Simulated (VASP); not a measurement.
Write the native input for VASP 6.6.1 that does the following.

- Task: single point
- Functional: PBEsol
- Potentials or basis: VASP PAW PBE potentials, release 64 (Co, Sn_d)
- Cutoff: 520 eV
- k mesh: 1 × 1 × 1
- Occupations: gaussian, width 0.1 eV
- Spin: collinear spin, ferromagnetic start
- Starting moments: [1.25, 1.25, 0.55, 0.0, 0.0] μB
- Dipole correction: no
- Further INCAR settings: ALGO = Normal; EDIFF = 1e-06; NBANDS = 40

The structure of Co3Sn2 lies in POSCAR:

```
Co3Sn2
1.0
    4.2229921449      0.0000000000      0.0000000000
   -2.1114960725      3.6572184775      0.0000000000
    0.0000000000      0.0000000000      5.0668540000
Co Sn
3 2
Direct
    0.0000000000      0.0000000000      0.7463570000
    0.0000000000      0.0000000000      0.2536430000
    0.6666666667      0.3333333333      0.0000000000
    0.6666666667      0.3333333333      0.5000000000
    0.3333333333      0.6666666667      0.0000000000
```

One way to write it, as run:

INCAR

```
SYSTEM = Co3Sn2
  PREC = Accurate
  ENCUT = 520
  EDIFF = 1E-6
  ISMEAR = 0
  SIGMA = 0.1
  LREAL = .False.
  LASPH = .True.
  NELM = 150
  ALGO = Normal
  ISIF = 2
  LWAVE = .False.
  LCHARG = .False.
  ISPIN = 2
  MAGMOM = 1.25 1.25 0.55 0 0
  LORBIT = 11
  LMAXMIX = 4
  GGA = PS
  NBANDS = 40
```

KPOINTS

```
regular mesh
0
Gamma
  1 1 1
  0 0 0
```

Potentials or basis: VASP PAW PBE potentials, release 64 (Co, Sn_d).

Command:

```bash
$ cat potpaw_PBE.64/Co/POTCAR potpaw_PBE.64/Sn_d/POTCAR > POTCAR
$ mpirun -np 1 vasp_gam > vasp.out
```

Results of the run:

- Pressure: 0.7 GPa
- Largest force: 0.560 eV/Å
- Net moment: 1.00 μB per cell
- Site moments: Co +0.54, +0.01 (each value once); Sn -0.02, -0.01 μB
- Valence electrons inside the program's atomic spheres: Co 8.29, 8.57 (each value once); Sn 12.33, 12.45

Caveat: the k points lie up to 1.72 Å⁻¹ apart, too coarse for converged energies, forces and pressures; the PAW data sets were made with another functional, which shifts forces and pressure a little.

Run time: 16 s on 1 thread of Intel(R) Xeon(R) Platinum 8488C (Sapphire Rapids) (shared host), peak memory 0.2 GiB.
